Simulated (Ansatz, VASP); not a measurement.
One calculation of Cd3HgTe4, two programs

Contents of INCAR:

```
  PREC = Accurate
  ENCUT = 520
  EDIFF = 1E-6
  ISMEAR = 0
  SIGMA = 0.01
  LREAL = F
  LASPH = T
  NELM = 100
  ALGO = Normal
  ISIF = 2
  LWAVE = F
  LCHARG = T
  GGA = PE
  LELF = T
  LVHAR = T
  NBANDS = 46
```

Contents of KPOINTS:

```
Automatic mesh
0
Gamma
  4 4 4
```

POSCAR

```
Cd3HgTe4
1.0
    6.6278199992      0.0000000000      0.0000000000
    0.0000000000      6.6278199992      0.0000000000
    0.0000000000      0.0000000000      6.6278199992
Cd Te Hg
3 4 1
Direct
    0.5000000000      0.0000000000      0.0000000000
    0.0000000000      0.5000000000      0.0000000000
    0.0000000000      0.0000000000      0.5000000000
    0.7509754704      0.2490245296      0.2490245296
    0.2490245296      0.7509754704      0.2490245296
    0.2490245296      0.2490245296      0.7509754704
    0.7509754704      0.7509754704      0.7509754704
    0.5000000000      0.5000000000      0.5000000000
```

Input for Ansatz:

```yaml
crystal:
  lattice:
    - [6.6278199992, 0.0, 0.0]
    - [0.0, 6.6278199992, 0.0]
    - [0.0, 0.0, 6.6278199992]
  atoms:
    - { symbol: Cd, position: [0.5, 0.0, 0.0] }
    - { symbol: Te, position: [0.7509754704, 0.2490245296, 0.2490245296] }
    - { symbol: Cd, position: [0.0, 0.5, 0.0] }
    - { symbol: Te, position: [0.2490245296, 0.7509754704, 0.2490245296] }
    - { symbol: Cd, position: [0.0, 0.0, 0.5] }
    - { symbol: Te, position: [0.2490245296, 0.2490245296, 0.7509754704] }
    - { symbol: Hg, position: [0.5, 0.5, 0.5] }
    - { symbol: Te, position: [0.7509754704, 0.7509754704, 0.7509754704] }
kpoints:
  mp_grid: { grid: [4, 4, 4] }
hamiltonian:
  xc: pbe
scf:
  occupations: { method: fixed }
  n_extra_bands: 6
output:
  forces: true
  stress: true
  eigenvalues: true
```

Alike in both runs: task single point; functional PBE; k mesh 4 × 4 × 4; no spin polarisation.

```csv
,VASP,Ansatz
version,VASP 6.6.1,Ansatz 0.2.0
potentials or method,"VASP PAW PBE potentials, release 64 (Cd, Te, Hg)","plane waves, PAW"
plane-wave cutoff (eV),520,420
occupations,"gaussian, width 0.01 eV",fixed
valence electrons in the cell,72,144
```

VASP gave:

```
gap on the k mesh at the Fermi level (eV) : 0.18
pressure (GPa)                            : 0.1
```

Task: Estimate Ansatz's values.

Result: gap on the k mesh at the Fermi level (eV): 0.18; pressure (GPa): 0.0.

VASP's potentials hold 72 valence electrons a cell and Ansatz's 144, so a difference there can come from the potentials and not from the codes.

Neither program's run includes spin-orbit coupling.
